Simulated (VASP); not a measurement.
# CeO2: single point with r2SCAN+D4

The system is CeO2.

```
Ce O
1.0
     0.00000    2.67656    2.67656
     2.67656    0.00000    2.67656
     2.67656    2.67656    0.00000
Ce O
1 2
Cartesian
  0.0000 0.0000 0.0000
  1.3383 1.3383 1.3383
  4.0148 4.0148 4.0148
```

```yaml
Program: VASP 6.6.1
Task: single point
Functional: r2SCAN
Dispersion: D4
Potentials_or_basis: VASP PAW PBE potentials, release 64 (Ce, O)
Cutoff: 520 eV
k_mesh: 8 × 8 × 8
Occupations: gaussian, width 0.05 eV
Spin: no spin polarisation
```

- Pressure: 8.4 GPa
- Band gap on the k mesh: 2.32 eV (least direct gap 2.46 eV)
- Dispersion energy per atom: -0.096 eV

Levels at points of the mesh, in eV from the valence-band top:
```tsv
k point	band 10	band 11	band 12	band 13	band 14	band 15
(0.00, 0.00, 0.00)	-0.68	-0.68	-0.68	2.77	2.77	2.77
(0.50, 0.00, 0.00)	-1.26	-0.83	-0.83	2.32	2.57	2.57
(0.50, 0.50, 0.00)	-0.92	-0.92	-0.70	2.46	2.49	2.49
```

It took 3.3 min on 1 thread of Intel Xeon 8259CL, on a shared host, peak memory 0.19 GiB.

Caveat: the cell stands under pressure; the PAW data sets were made with another functional, which shifts forces and pressure a little; spin-orbit coupling is left out, which moves the levels of the heavy elements; semilocal functionals describe open f shells poorly, which spoils levels, moments and volumes. A k mesh can miss the band edges.
